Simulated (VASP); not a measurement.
# ZnGe2 (Fd-3m) in VASP: a series of runs

The runs below take ZnGe2 through single point, relaxation of cell and atoms, with PBE.

Program: VASP 6.6.1. These are calculated values, not measurements. Logs are shortened: lines on timing, memory, paths and dates and some standing lists are left out, and cuts for length are marked.

### Step 1. The cell of the first run

The structure is cubic, space group Fd-3m (No. 227). The conventional cell has a = 7.368 Å, b = 7.368 Å, c = 7.368 Å, α = 90.00°, β = 90.00°, γ = 90.00°. Within 4.0 Å of Zn (site symmetry -43m) lie 12 Ge at 3.05 Å and 4 Zn at 3.19 Å. Ge (site symmetry -3m) has 6 Ge at 2.60 Å and 6 Zn at 3.05 Å within 3.4 Å.

### Step 2. Single point, PBE

INCAR

```
PREC = Accurate ; ENCUT = 520
EDIFF = 1E-7 ; ISMEAR = 0
SIGMA = 0.1 ; LREAL = False
LASPH = True ; NELM = 80
ALGO = Normal ; ISIF = 2
LWAVE = False ; LCHARG = True
GGA = PE ; LELF = True
LVHAR = True ; NBANDS = 49
```

KPOINTS

```
regular mesh
0
Gamma
  4 4 4
```

POSCAR

```
ZnGe2
1.0
    0.0000000000      3.6837639808      3.6837639808
    3.6837639808      0.0000000000      3.6837639808
    3.6837639808      3.6837639808      0.0000000000
Zn Ge
2 4
Direct
    0.0000000000      0.0000000000      0.0000000000
    0.2500000000      0.2500000000      0.2500000000
    0.6250000000      0.6250000000      0.6250000000
    0.1250000000      0.6250000000      0.6250000000
    0.6250000000      0.6250000000      0.1250000000
    0.6250000000      0.1250000000      0.6250000000
```

Potentials or basis: VASP PAW PBE potentials, release 64 (Zn, Ge_d).

The run is started by

```sh
> cat potpaw_PBE.64/Zn/POTCAR potpaw_PBE.64/Ge_d/POTCAR > POTCAR
> mpirun -np 1 vasp_std > vasp.out
```

OUTCAR:

```text
PREC = Accurate
   ENCUT = 520
   EDIFF = 1E-7
   ISMEAR = 0
   LREAL = False
   LASPH = True
   NELM = 80
   ISIF = 2
   GGA = PE

 ion  position               nearest neighbor table
   1  0.000  0.000  0.000-
   2  0.250  0.250  0.250-
   3  0.625  0.625  0.625-   4 2.60   5 2.60   6 2.60   5 2.60   6 2.60   4 2.60
   4  0.125  0.625  0.625-   3 2.60   5 2.60   6 2.60   3 2.60   5 2.60   6 2.60
   5  0.625  0.625  0.125-   3 2.60   3 2.60   4 2.60   6 2.60   6 2.60   4 2.60
   6  0.625  0.125  0.625-   3 2.60   5 2.60   3 2.60   4 2.60   5 2.60   4 2.60

  LATTYP: Found a face centered cubic cell.
 ALAT       =     7.3675279616

  Lattice vectors:

 A1 = (   0.0000000000,   3.6837639808,   3.6837639808)
 A2 = (   3.6837639808,   0.0000000000,   3.6837639808)
 A3 = (   3.6837639808,   3.6837639808,   0.0000000000)

Analysis of symmetry for initial positions (statically):
=====================================================================
 Subroutine PRICEL returns:
 Original cell was already a primitive cell.

 Routine SETGRP: Setting up the symmetry group for a
 face centered cubic supercell.

 Subroutine GETGRP returns: Found 48 space group operations
 (whereof 24 operations were pure point group operations)
 out of a pool of 48 trial point group operations.

The static configuration has the point symmetry T_d .
 The point group associated with its full space group is O_h .

Analysis of symmetry for dynamics (positions and initial velocities):
=====================================================================
 Subroutine PRICEL returns:
 Original cell was already a primitive cell.

 Routine SETGRP: Setting up the symmetry group for a
 face centered cubic supercell.

 Subroutine GETGRP returns: Found 48 space group operations
 (whereof 24 operations were pure point group operations)
 out of a pool of 48 trial point group operations.

The dynamic configuration has the point symmetry T_d .
 The point group associated with its full space group is O_h .

 Subroutine INISYM returns: Found 48 space group operations
 (whereof 24 operations are pure point group operations),
 and found     1 'primitive' translations

----------------------------------------------------------------------------------------

                                     Primitive cell

  volume of cell :      99.9782

  direct lattice vectors                    reciprocal lattice vectors
     0.000000000  3.683763981  3.683763981    -0.135730737  0.135730737  0.135730737
     3.683763981  0.000000000  3.683763981     0.135730737 -0.135730737  0.135730737
     3.683763981  3.683763981  0.000000000     0.135730737  0.135730737 -0.135730737

  length of vectors
     5.209628982  5.209628982  5.209628982     0.235092533  0.235092533  0.235092533

  position of ions in fractional coordinates (direct lattice)
     0.000000000  0.000000000  0.000000000
     0.250000000  0.250000000  0.250000000
     0.625000000  0.625000000  0.625000000
     0.125000000  0.625000000  0.625000000
     0.625000000  0.625000000  0.125000000
     0.625000000  0.125000000  0.625000000

  ion indices of the primitive-cell ions
   primitive index   ion index
                 1           1
                 2           2
                 3           3
                 4           4
                 5           5
                 6           6

----------------------------------------------------------------------------------------

 KPOINTS: regular mesh

Automatic generation of k-mesh.
 Grid dimensions read from file:
 generate k-points for:    4    4    4

 Generating k-lattice:

  Cartesian coordinates                     Fractional coordinates (reciprocal lattice)
    -0.033932684  0.033932684  0.033932684     0.250000000  0.000000000  0.000000000
     0.033932684 -0.033932684  0.033932684     0.000000000  0.250000000  0.000000000
     0.033932684  0.033932684 -0.033932684     0.000000000  0.000000000  0.250000000

  Length of vectors
     0.058773133  0.058773133  0.058773133

  Shift w.r.t. Gamma in fractional coordinates (k-lattice)
     0.000000000  0.000000000  0.000000000

 Subroutine IBZKPT returns following result:
 ===========================================

 Found      8 irreducible k-points:

 Following reciprocal coordinates:
            Coordinates               Weight
  0.000000  0.000000  0.000000      1.000000
  0.250000  0.000000  0.000000      8.000000
  0.500000  0.000000  0.000000      4.000000
  0.250000  0.250000  0.000000      6.000000
  0.500000  0.250000  0.000000     24.000000
 -0.250000  0.250000  0.000000     12.000000
  0.500000  0.500000  0.000000      3.000000
 -0.250000  0.500000  0.250000      6.000000
   k-points           NKPTS =      8   k-points in BZ     NKDIM =      8   number of bands    NBANDS=     49
   number of dos      NEDOS =    301   number of ions     NIONS =      6
   total plane-waves  NPLWV =  64000
   dimension x,y,z NGX =    40 NGY =   40 NGZ =   40
   dimension x,y,z NGXF=    80 NGYF=   80 NGZF=   80
   ions per type =               2   4
   NGX,Y,Z   is equivalent  to a cutoff of  12.76, 12.76, 12.76 a.u.
   NGXF,Y,Z  is equivalent  to a cutoff of  25.53, 25.53, 25.53 a.u.
 SYSTEM =  unknown system
   PREC   = accura    normal or accurate (medium, high low for compatibility)
   ISTART =      0    job   : 0-new  1-cont  2-samecut
   ICHARG =      2    charge: 1-file 2-atom 10-const
   ISPIN  =      1    spin polarized calculation?
   LNONCOLLINEAR =      F non collinear calculations
   LSORBIT =      F    spin-orbit coupling
   LASPH  =      T    aspherical Exc in radial PAW
   ENCUT  =  520.0 eV  38.22 Ry    6.18 a.u.   9.69  9.69  9.69*2*pi/ulx,y,z
   NELM   =     80;   NELMIN=  2; NELMDL= -5     # of ELM steps
   EDIFF  = 0.1E-06   stopping-criterion for ELM
   LREAL  =      F    real-space projection
   EDIFFG = 0.1E-05   stopping-criterion for IOM
   NSW    =      0    number of steps for IOM
   IBRION =     -1    ionic relax: 0-MD 1-quasi-New 2-CG
   NFREE  =      0    steps in history (QN), initial steepest desc. (CG)
   ISIF   =      2    stress and relaxation
   ISYM   =      2    0-nonsym 1-usesym 2-fastsym
   POTIM  = 0.5000    time-step for ionic-motion
   TEBEG  =    0.0;   TEEND  =   0.0 temperature during run
   PSTRESS=    0.0 pullay stress
   NELECT =      80.0000    total number of electrons
   NUPDOWN=      -1.0000    fix difference up-down
   EMIN   =  10.00;   EMAX   =-10.00  energy-range for DOS
   EFERMI =   0.00;   METHOD = LEGACY
   ISMEAR =     0;   SIGMA  =   0.10  broadening in eV -4-tet -1-fermi 0-gaus
   EFERMI_NEDOS =   21; number of points for ismear=-14 and -15
   IALGO  =     38    algorithm
   IMIX   =      4    mixing-type and parameters
     AMIX     =   0.40;   BMIX     =  1.00
     AMIX_MAG =   1.60;   BMIX_MAG =  1.00
  volume/ion in A,a.u.               =      16.66       112.45
  Fermi-wavevector in a.u.,A,eV,Ry     =   1.519858  2.872115 31.429030  2.309969
  Thomas-Fermi vector in A             =   2.628787
   LORBIT       =      0    0 simple, 1 ext, 2 COOP (PROOUT), +10 PAW based schemes
   GGA     = PE    functional components
   LHFCALC =     F    Hartree Fock is set to
   AEXX    =    0.0000 exact exchange contribution
   IVDW    =     0    specifies the selected vdW correction
   LEPSILON=     F    determine dielectric tensor
   LRPA    =     F    only Hartree local field effects (RPA)
 non-spin polarized calculation
 Gauss-broadening in eV      SIGMA  =   0.10
  energy-cutoff  :      520.00
  volume of cell :       99.98
 maximum number of plane-waves:      2733
 NGX is ok and might be reduce to    40
   NGX = 19   NGY = 19   NGZ = 19

 number of electron      79.9999942 magnetization

 Free energy of the ion-electron system (eV)
  ---------------------------------------------------
  ext. energy  EPLUGINS =         0.00000000
  ---------------------------------------------------
  free energy    TOTEN  =       -16.45408474 eV

  energy without entropy =      -16.41915154  energy(sigma->0) =      -16.43661814

 E-fermi :   6.6906     XC(G=0): -11.5926

 val. band max:        6.6747137676   @ k =   0.5000   0.2500   0.0000
 cond. band min:       6.8167123310   @ k =   0.5000   0.2500   0.0000
 fundamental gap:      0.1419985634
 Fermi energy:         6.6905516441

 k-point     1 :       0.0000    0.0000    0.0000
  band No.  band energies     occupation
      1     -18.8547      2.00000
      2     -18.7562      2.00000
      3     -18.7562      2.00000
      4     -18.7562      2.00000
      5     -18.7521      2.00000
      6     -18.7521      2.00000
[... 41 lines left out ...]
     48      13.9450      0.00000
     49      13.9677      0.00000

 k-point     2 :       0.2500    0.0000    0.0000
  band No.  band energies     occupation
      1     -18.8230      2.00000
      2     -18.7496      2.00000
      3     -18.7496      2.00000
      4     -18.7425      2.00000
      5     -18.7091      2.00000
      6     -18.7091      2.00000
[... 41 lines left out ...]
     48      10.7225      0.00000
     49      14.1208      0.00000

 k-point     3 :       0.5000    0.0000    0.0000
  band No.  band energies     occupation
      1     -18.7968      2.00000
      2     -18.7455      2.00000
      3     -18.7455      2.00000
      4     -18.6949      2.00000
      5     -18.6298      2.00000
      6     -18.6203      2.00000
[... 41 lines left out ...]
     48      12.2219      0.00000
     49      14.1927      0.00000

 k-point     4 :       0.2500    0.2500    0.0000
  band No.  band energies     occupation
      1     -18.8079      2.00000
      2     -18.7499      2.00000
      3     -18.7407      2.00000
      4     -18.7159      2.00000
      5     -18.7159      2.00000
      6     -18.7043      2.00000
[... 41 lines left out ...]
     48      10.8617      0.00000
     49      12.1375      0.00000

 k-point     5 :       0.5000    0.2500    0.0000
  band No.  band energies     occupation
      1     -18.7683      2.00000
      2     -18.7323      2.00000
      3     -18.7205      2.00000
      4     -18.7044      2.00000
      5     -18.6541      2.00000
      6     -18.6275      2.00000
[... 41 lines left out ...]
     48      11.6494      0.00000
     49      11.8881      0.00000

 k-point     6 :      -0.2500    0.2500    0.0000
  band No.  band energies     occupation
      1     -18.7822      2.00000
      2     -18.7349      2.00000
      3     -18.7325      2.00000
      4     -18.7134      2.00000
      5     -18.6877      2.00000
      6     -18.6419      2.00000
[... 41 lines left out ...]
     48      11.5417      0.00000
     49      12.3025      0.00000

 k-point     7 :       0.5000    0.5000    0.0000
  band No.  band energies     occupation
      1     -18.7519      2.00000
      2     -18.7519      2.00000
      3     -18.6626      2.00000
      4     -18.6626      2.00000
      5     -18.6528      2.00000
      6     -18.6528      2.00000
[... 41 lines left out ...]
     48      11.6087      0.00000
     49      11.7527      0.00000

 k-point     8 :      -0.2500    0.5000    0.2500
  band No.  band energies     occupation
      1     -18.7231      2.00000
      2     -18.7231      2.00000
      3     -18.7123      2.00000
      4     -18.7123      2.00000
      5     -18.6312      2.00000
      6     -18.6312      2.00000
[... 41 lines left out ...]
     48      11.6601      0.00000
     49      12.4151      0.00000

------------------------ aborting loop because EDIFF is reached ----------------------------------------

  FORCE on cell =-STRESS in cart. coord.  units (eV):
  Direction    XX          YY          ZZ          XY          YZ          ZX
  --------------------------------------------------------------------------------------
  -------------------------------------------------------------------------------------
  Total       10.2390124     10.2390124     10.2390124     -0.0000000     -0.0000000      0.0000000
  in kB      164.0828772    164.0828772    164.0828772     -0.0000000     -0.0000000      0.0000000
  external PRESSURE =     164.0828772 kB  Pullay stress =       0.0000000 kB

 VOLUME and BASIS-vectors are now :
 -----------------------------------------------------------------------------
  energy-cutoff  :      520.00
  volume of cell :       99.98
      direct lattice vectors                 reciprocal lattice vectors
     0.000000000  3.683763981  3.683763981    -0.135730737  0.135730737  0.135730737
     3.683763981  0.000000000  3.683763981     0.135730737 -0.135730737  0.135730737
     3.683763981  3.683763981  0.000000000     0.135730737  0.135730737 -0.135730737

 POSITION                                       TOTAL-FORCE (eV/Angst)
 -----------------------------------------------------------------------------------
      0.00000      0.00000      0.00000        -0.000000     -0.000000     -0.000000
      1.84188      1.84188      1.84188         0.000000      0.000000      0.000000
      4.60470      4.60470      4.60470        -0.000000     -0.000000      0.000000
      4.60470      2.76282      2.76282        -0.000000      0.000000      0.000000
      2.76282      2.76282      4.60470        -0.000000      0.000000      0.000000
      2.76282      4.60470      2.76282        -0.000000     -0.000000      0.000000
 -----------------------------------------------------------------------------------
    total drift:                                0.000000      0.000000      0.000000

  FREE ENERGIE OF THE ION-ELECTRON SYSTEM (eV)
  ---------------------------------------------------
  free  energy   TOTEN  =       -16.4540847419 eV

  energy  without entropy=      -16.4191515433  energy(sigma->0) =      -16.43661814
```

Wall time 41 s (1 thread of Intel Xeon 6975P-C (Granite Rapids), shared host); peak memory 0.24 GiB.

What came out:

- Free energy: -16.4541 eV
- Pressure: 16.4 GPa
- Band gap on the k mesh: zero (band 40 reaches 7.09 eV, above the bottom of band 41 at 4.80 eV)

Levels at points of the mesh, in eV from the Fermi level:
```
           k point  band 38  band 39  band 40  band 41  band 42  band 43
(0.00, 0.00, 0.00)    -4.47    -3.67    -1.70    -1.70     0.25     0.54
(0.50, 0.00, 0.00)    -2.44    -0.86     0.24     0.29     0.29     0.31
(0.50, 0.50, 0.00)    -0.16     0.40     0.40     0.41     0.41     0.88
```

Caveat: the k points lie up to 0.37 Å⁻¹ apart.

(Part 1 of 2 ends here.)
